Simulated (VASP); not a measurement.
# Ag (Fm-3m) in VASP: a series of runs

Ag is run at these levels: PBEsol; tasks: single point, relaxation of cell and atoms.

Everything below comes from runs of VASP 6.6.1. Logs are shortened: lines on timing, memory, paths and dates and some standing lists are left out, and cuts for length are marked.

## (1) The cell of the first run

The structure is cubic, space group Fm-3m (No. 225). The conventional cell has a = 4.054 Å, b = 4.054 Å, c = 4.054 Å, α = 90.00°, β = 90.00°, γ = 90.00°. Ag (site symmetry m-3m) has 12 Ag at 2.87 Å within 3.8 Å.

## (2) Single point, PBEsol

The input, INCAR:

```
SYSTEM = Ag
ALGO = Normal ; EDIFF = 1E-6
ENCUT = 520 ; GGA = PS
ISIF = 2 ; ISMEAR = 0
LASPH = .True. ; LCHARG = .False.
LREAL = .False. ; LWAVE = .False.
NBANDS = 12 ; NELM = 80
PREC = Accurate ; SIGMA = 0.1
```

The input, KPOINTS:

```
k-points
0
Gamma
  18 18 18
  0 0 0
```

The input, POSCAR:

```
Ag
1.0
    0.0000000000      2.0272056193      2.0272056193
    2.0272056193      0.0000000000      2.0272056193
    2.0272056193      2.0272056193      0.0000000000
Ag
1
Direct
    0.0000000000      0.0000000000      0.0000000000
```

Potentials or basis: VASP PAW PBE potentials, release 64 (Ag).

Run with:

```console
> cat potpaw_PBE.64/Ag/POTCAR > POTCAR
> mpirun -np 1 vasp_std > vasp.out
```

OUTCAR:

```text
SYSTEM = Ag
   EDIFF = 1E-6
   ENCUT = 520
   GGA = PS
   ISIF = 2
   ISMEAR = 0
   LASPH = .True.
   LREAL = .False.
   NELM = 80
   PREC = Accurate

 ion  position               nearest neighbor table
   1  0.000  0.000  0.000-

  LATTYP: Found a face centered cubic cell.
 ALAT       =     4.0544112386

  Lattice vectors:

 A1 = (   0.0000000000,   2.0272056193,   2.0272056193)
 A2 = (   2.0272056193,   0.0000000000,   2.0272056193)
 A3 = (   2.0272056193,   2.0272056193,   0.0000000000)

Analysis of symmetry for initial positions (statically):
=====================================================================
 Subroutine PRICEL returns:
 Original cell was already a primitive cell.

 Routine SETGRP: Setting up the symmetry group for a
 face centered cubic supercell.

 Subroutine GETGRP returns: Found 48 space group operations
 (whereof 48 operations were pure point group operations)
 out of a pool of 48 trial point group operations.

The static configuration has the point symmetry O_h .

Analysis of symmetry for dynamics (positions and initial velocities):
=====================================================================
 Subroutine PRICEL returns:
 Original cell was already a primitive cell.

 Routine SETGRP: Setting up the symmetry group for a
 face centered cubic supercell.

 Subroutine GETGRP returns: Found 48 space group operations
 (whereof 48 operations were pure point group operations)
 out of a pool of 48 trial point group operations.

The dynamic configuration has the point symmetry O_h .

 Subroutine INISYM returns: Found 48 space group operations
 (whereof 48 operations are pure point group operations),
 and found     1 'primitive' translations

----------------------------------------------------------------------------------------

                                     Primitive cell

  volume of cell :      16.6619

  direct lattice vectors                    reciprocal lattice vectors
     0.000000000  2.027205619  2.027205619    -0.246644936  0.246644936  0.246644936
     2.027205619  0.000000000  2.027205619     0.246644936 -0.246644936  0.246644936
     2.027205619  2.027205619  0.000000000     0.246644936  0.246644936 -0.246644936

  length of vectors
     2.866901681  2.866901681  2.866901681     0.427201560  0.427201560  0.427201560

  position of ions in fractional coordinates (direct lattice)
     0.000000000  0.000000000  0.000000000

  ion indices of the primitive-cell ions
   primitive index   ion index
                 1           1

----------------------------------------------------------------------------------------

 KPOINTS: k-points

Automatic generation of k-mesh.
 Grid dimensions read from file:
 generate k-points for:   18   18   18

 Generating k-lattice:

  Cartesian coordinates                     Fractional coordinates (reciprocal lattice)
    -0.013702496  0.013702496  0.013702496     0.055555556  0.000000000  0.000000000
     0.013702496 -0.013702496  0.013702496     0.000000000  0.055555556  0.000000000
     0.013702496  0.013702496 -0.013702496     0.000000000  0.000000000  0.055555556

  Length of vectors
     0.023733420  0.023733420  0.023733420

  Shift w.r.t. Gamma in fractional coordinates (k-lattice)
     0.000000000  0.000000000  0.000000000

 Subroutine IBZKPT returns following result:
 ===========================================

 Found    195 irreducible k-points:

 Following reciprocal coordinates:
            Coordinates               Weight
  0.000000  0.000000  0.000000      1.000000
  0.055556  0.000000  0.000000      8.000000
  0.111111  0.000000  0.000000      8.000000
  0.166667  0.000000  0.000000      8.000000
  0.222222  0.000000  0.000000      8.000000
  0.277778  0.000000  0.000000      8.000000
[... 16 lines left out ...]
 -0.277778  0.055556  0.000000     24.000000
 -0.222222  0.055556  0.000000     24.000000
 [... further k-points ...]
   k-points           NKPTS =    195   k-points in BZ     NKDIM =    195   number of bands    NBANDS=     12
   number of dos      NEDOS =    301   number of ions     NIONS =      1
   total plane-waves  NPLWV =  13824
   dimension x,y,z NGX =    24 NGY =   24 NGZ =   24
   dimension x,y,z NGXF=    48 NGYF=   48 NGZF=   48
   ions per type =               1
   NGX,Y,Z   is equivalent  to a cutoff of  13.92, 13.92, 13.92 a.u.
   NGXF,Y,Z  is equivalent  to a cutoff of  27.83, 27.83, 27.83 a.u.
 SYSTEM =  Ag
   PREC   = accura    normal or accurate (medium, high low for compatibility)
   ISTART =      0    job   : 0-new  1-cont  2-samecut
   ICHARG =      2    charge: 1-file 2-atom 10-const
   ISPIN  =      1    spin polarized calculation?
   LNONCOLLINEAR =      F non collinear calculations
   LSORBIT =      F    spin-orbit coupling
   LASPH  =      T    aspherical Exc in radial PAW
   ENCUT  =  520.0 eV  38.22 Ry    6.18 a.u.   5.33  5.33  5.33*2*pi/ulx,y,z
   NELM   =     80;   NELMIN=  2; NELMDL= -5     # of ELM steps
   EDIFF  = 0.1E-05   stopping-criterion for ELM
   LREAL  =      F    real-space projection
   EDIFFG = 0.1E-04   stopping-criterion for IOM
   NSW    =      0    number of steps for IOM
   IBRION =     -1    ionic relax: 0-MD 1-quasi-New 2-CG
   NFREE  =      0    steps in history (QN), initial steepest desc. (CG)
   ISIF   =      2    stress and relaxation
   ISYM   =      2    0-nonsym 1-usesym 2-fastsym
   POTIM  = 0.5000    time-step for ionic-motion
   TEBEG  =    0.0;   TEEND  =   0.0 temperature during run
   PSTRESS=    0.0 pullay stress
   NELECT =      11.0000    total number of electrons
   NUPDOWN=      -1.0000    fix difference up-down
   EMIN   =  10.00;   EMAX   =-10.00  energy-range for DOS
   EFERMI =   0.00;   METHOD = LEGACY
   ISMEAR =     0;   SIGMA  =   0.10  broadening in eV -4-tet -1-fermi 0-gaus
   EFERMI_NEDOS =   21; number of points for ismear=-14 and -15
   IALGO  =     38    algorithm
   IMIX   =      4    mixing-type and parameters
     AMIX     =   0.40;   BMIX     =  1.00
     AMIX_MAG =   1.60;   BMIX_MAG =  1.00
  volume/ion in A,a.u.               =      16.66       112.44
  Fermi-wavevector in a.u.,A,eV,Ry     =   1.425491  2.693788 27.647387  2.032026
  Thomas-Fermi vector in A             =   2.545870
   LORBIT       =      0    0 simple, 1 ext, 2 COOP (PROOUT), +10 PAW based schemes
   GGA     = PS    functional components
   LHFCALC =     F    Hartree Fock is set to
   AEXX    =    0.0000 exact exchange contribution
   IVDW    =     0    specifies the selected vdW correction
   LEPSILON=     F    determine dielectric tensor
   LRPA    =     F    only Hartree local field effects (RPA)
 non-spin polarized calculation
 Gauss-broadening in eV      SIGMA  =   0.10
  energy-cutoff  :      520.00
  volume of cell :       16.66
 maximum number of plane-waves:       464
 NGX is ok and might be reduce to    24
   NGX = 11   NGY = 11   NGZ = 11

 number of electron      11.0000001 magnetization

 Free energy of the ion-electron system (eV)
  ---------------------------------------------------
  ext. energy  EPLUGINS =         0.00000000
  ---------------------------------------------------
  free energy    TOTEN  =        -3.31213211 eV

  energy without entropy =       -3.31116244  energy(sigma->0) =       -3.31164727

 E-fermi :   8.5069     XC(G=0): -12.5500

 val. band max:        8.4632859684   @ k =   0.5000   0.1667   0.0556
 cond. band min:       8.6538593325   @ k =   0.5000   0.3333   0.1111
 fundamental gap:      0.1905733641
 Fermi energy:         8.5069225099

 k-point     1 :       0.0000    0.0000    0.0000
  band No.  band energies     occupation
      1       0.5532      2.00000
      2       3.7015      2.00000
      3       3.7015      2.00000
      4       3.7015      2.00000
      5       4.7920      2.00000
      6       4.7920      2.00000
      7      24.5892      0.00000
      8      28.2986      0.00000
      9      28.2986      0.00000
     10      28.2986      0.00000
     11      33.1765      0.00000
     12      34.4568      0.00000

 k-point     2 :       0.0556    0.0000    0.0000
  band No.  band energies     occupation
      1       0.6518      2.00000
      2       3.6773      2.00000
      3       3.7297      2.00000
      4       3.7297      2.00000
      5       4.7808      2.00000
      6       4.7808      2.00000
      7      24.6203      0.00000
      8      27.4584      0.00000
      9      28.3472      0.00000
     10      28.3472      0.00000
     11      33.3423      0.00000
     12      34.3254      0.00000

 k-point     3 :       0.1111    0.0000    0.0000
  band No.  band energies     occupation
      1       0.9372      2.00000
      2       3.6201      2.00000
      3       3.8032      2.00000
      4       3.8032      2.00000
      5       4.7586      2.00000
      6       4.7586      2.00000
      7      24.4322      0.00000
      8      26.0146      0.00000
      9      28.4694      0.00000
     10      28.4694      0.00000
     11      32.4923      0.00000
     12      33.8829      0.00000
[... 286 lines left out ...]
 k-point    23 :      -0.2778    0.0556    0.0000
  band No.  band energies     occupation
      1       2.1902      2.00000
      2       3.8376      2.00000
      3       3.9046      2.00000
      4       4.2904      2.00000
      5       4.9383      2.00000
      6       5.4392      2.00000
      7      18.1041      0.00000
      8      24.5630      0.00000
      9      26.8394      0.00000
     10      29.3401      0.00000
     11      31.0238      0.00000
     12      31.2742      0.00000

 k-point    24 :      -0.2222    0.0556    0.0000
  band No.  band energies     occupation
      1       2.0150      2.00000
      2       3.6849      2.00000
      3       3.9581      2.00000
      4       3.9675      2.00000
      5       4.7383      2.00000
      6       5.1172      2.00000
      7      20.2622      0.00000
      8      24.8847      0.00000
      9      27.3846      0.00000
     10      30.0301      0.00000
     11      30.5002      0.00000
     12      31.5477      0.00000

 [... further k-points ...]

------------------------ aborting loop because EDIFF is reached ----------------------------------------

  FORCE on cell =-STRESS in cart. coord.  units (eV):
  Direction    XX          YY          ZZ          XY          YZ          ZX
  --------------------------------------------------------------------------------------
  -------------------------------------------------------------------------------------
  Total       -0.0239101     -0.0239101     -0.0239101      0.0000000     -0.0000000     -0.0000000
  in kB       -2.2991596     -2.2991596     -2.2991596      0.0000000     -0.0000000     -0.0000000
  external PRESSURE =      -2.2991596 kB  Pullay stress =       0.0000000 kB

 VOLUME and BASIS-vectors are now :
 -----------------------------------------------------------------------------
  energy-cutoff  :      520.00
  volume of cell :       16.66
      direct lattice vectors                 reciprocal lattice vectors
     0.000000000  2.027205619  2.027205619    -0.246644936  0.246644936  0.246644936
     2.027205619  0.000000000  2.027205619     0.246644936 -0.246644936  0.246644936
     2.027205619  2.027205619  0.000000000     0.246644936  0.246644936 -0.246644936

 POSITION                                       TOTAL-FORCE (eV/Angst)
 -----------------------------------------------------------------------------------
      0.00000      0.00000      0.00000        -0.000000     -0.000000      0.000000
 -----------------------------------------------------------------------------------
    total drift:                               -0.000000      0.000000     -0.000000

  FREE ENERGIE OF THE ION-ELECTRON SYSTEM (eV)
  ---------------------------------------------------
  free  energy   TOTEN  =        -3.3121321076 eV

  energy  without entropy=       -3.3111624377  energy(sigma->0) =       -3.31164727
```

Run time: 23 s. Hardware: 1 thread of AMD EPYC 9R45 (Zen 5), shared host; peak memory 0.14 GiB.

Results:

```
Free energy            : -3.3121 eV
Pressure               : -0.2 GPa
Band gap on the k mesh : zero (an odd number of electrons rules out a gap without spin polarisation)
```

Levels at points of the mesh, in eV from the Fermi level:
| k point | band 4 | band 5 | band 6 | band 7 | band 8 | band 9 |
| --- | --- | --- | --- | --- | --- | --- |
| (0.00, 0.00, 0.00) | -4.81 | -3.71 | -3.71 | 16.08 | 19.79 | 19.79 |
| (0.50, 0.00, 0.00) | -2.88 | -2.88 | -0.47 | 3.76 | 15.32 | 18.10 |
| (0.50, 0.50, 0.00) | -2.67 | -2.67 | 1.57 | 6.95 | 10.77 | 10.77 |

Caveat: the PAW data sets were made with another functional, which shifts forces and pressure a little.

## (3) Relaxation of cell and atoms, PBEsol

This run uses another cell than the first one, of 17.05 Å³/atom.

The input, INCAR:

```
SYSTEM = Ag
  PREC = Accurate
  ENCUT = 600
  EDIFF = 1E-6
  ISMEAR = 0
  SIGMA = 0.1
  LREAL = .False.
  LASPH = .True.
  NELM = 60
  ALGO = Normal
  ISIF = 3
  LWAVE = .False.
  LCHARG = .False.
  GGA = PS
  IBRION = 2
  NSW = 100
  EDIFFG = -0.005
```

The input, KPOINTS:

```
Automatic mesh
0
Gamma
  18 18 18
  0 0 0
```

The input, POSCAR:

```
Ag
1.0
    0.0000000000      2.0427500000      2.0427500000
    2.0427500000      0.0000000000      2.0427500000
    2.0427500000      2.0427500000      0.0000000000
Ag
1
Direct
    0.0000000000      0.0000000000      0.0000000000
```

Potentials or basis: VASP PAW PBE potentials, release 64 (Ag).

Run with:

```console
> cat potpaw_PBE.64/Ag/POTCAR > POTCAR
> mpirun -np 1 vasp_std > vasp.out
```

Wall time 39 s (1 thread of AMD EPYC 9R45 (Zen 5), shared host); peak memory 0.15 GiB.

The run converged. Its results:

```
Free energy                           : -3.3125 eV
Relaxed volume                        : 16.63 Å³/atom
Relaxed cell                          : a = 2.865 Å, b = 2.865 Å, c = 2.865 Å, α = 60.00°, β = 60.00°, γ = 60.00°
Space group after relaxing (to 0.1 Å) : Fm-3m (No. 225)
Energy gained by relaxing             : 3.7 meV/atom
Ionic steps                           : 3
Pressure after relaxing               : 0.0 GPa
Band gap on the k mesh                : zero (an odd number of electrons rules out a gap without spin polarisation)
```

Step by step:
```
step  energy change (eV)  largest force (eV/Å)  pressure (GPa)  volume (Å³)
   1              0.0000                0.0000           -2.78        17.05
   2             -0.0016                0.0000            2.33        16.33
   3             -0.0037                0.0000           -0.01        16.63
```

Final structure:
```cif
data_structure
_symmetry_space_group_name_H-M 'P 1'
_symmetry_Int_Tables_number 1
_cell_length_a 2.8651
_cell_length_b 2.8651
_cell_length_c 2.8651
_cell_angle_alpha 60.000
_cell_angle_beta 60.000
_cell_angle_gamma 60.000
_cell_volume 16.63
loop_
_atom_site_label
_atom_site_type_symbol
_atom_site_fract_x
_atom_site_fract_y
_atom_site_fract_z
_atom_site_occupancy
Ag1 Ag 0.00000 0.00000 0.00000 1
```

Levels at points of the mesh, in eV from the Fermi level:
```csv
k point,band 2,band 3,band 4,band 5,band 6,band 7,band 8,band 9
"(0.00, 0.00, 0.00)",-4.81,-4.81,-4.81,-3.72,-3.72,16.09,19.81,19.81
"(0.50, 0.00, 0.00)",-4.84,-4.84,-2.88,-2.88,-0.48,3.77,15.32,18.12
"(0.50, 0.50, 0.00)",-6.39,-2.92,-2.67,-2.67,1.57,6.96,10.78,10.78
```

Caveat: the PAW data sets were made with another functional, which shifts forces and pressure a little.
